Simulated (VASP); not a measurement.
InSe: single point with PBEsol

InSe:

```
In Se
1.0
     4.00606    0.00000    0.00000
    -2.00303    3.46935    0.00000
     0.00000    0.00000   16.99183
In Se
4 4
Direct
  0.33333 0.66667 0.16830
  0.66667 0.33333 0.66830
  0.33333 0.66667 0.33170
  0.66667 0.33333 0.83170
  0.33333 0.66667 0.59304
  0.66667 0.33333 0.09304
  0.33333 0.66667 0.90696
  0.66667 0.33333 0.40696
```

```
Program             : VASP 6.6.1
Task                : single point
Functional          : PBEsol
Potentials or basis : VASP PAW PBE potentials, release 64 (In_d, Se)
Cutoff              : 520 eV
k mesh              : 12 × 12 × 2
Occupations         : gaussian, width 0.02 eV
Spin                : no spin polarisation
```

- Pressure: 0.1 GPa
- Largest force: 0.019 eV/Å
- Band gap on the k mesh: 0.42 eV

Forces on the atoms (eV/Å):
```
In   0.000  0.000  0.018
In   0.000  0.000  0.018
In   0.000  0.000 -0.018
In   0.000  0.000 -0.018
Se   0.000  0.000 -0.019
Se   0.000  0.000 -0.019
Se   0.000  0.000  0.019
Se   0.000  0.000  0.019
```

Levels at points of the mesh, in eV from the valence-band top:
```csv
k point,band 34,band 35,band 36,band 37,band 38,band 39,band 40,band 41,band 42,band 43
"(0.00, 0.00, 0.00)",-1.13,-1.13,-1.05,-1.05,0.00,0.42,1.66,2.10,2.10,4.27
"(0.50, 0.00, 0.00)",-2.18,-2.08,-2.01,-1.98,-1.38,1.21,1.22,1.87,1.97,3.31
"(0.00, 0.00, 0.50)",-1.08,-1.08,-1.08,-0.87,-0.87,1.21,1.21,2.11,2.11,4.33
"(0.50, 0.00, 0.50)",-2.28,-2.05,-2.05,-1.69,-1.69,1.47,1.47,1.62,1.62,3.51
```

Run time: 6.4 min on 1 thread of Intel(R) Xeon(R) Platinum 8375C CPU @ 2.90GHz (Ice Lake) (shared host), peak memory 0.54 GiB.

Caveat: the PAW data sets were made with another functional, which shifts forces and pressure a little; spin-orbit coupling is left out, which moves the levels of the heavy elements; this functional lacks dispersion, which binds the layers, so the pressure and a relaxed spacing across them are unreliable.
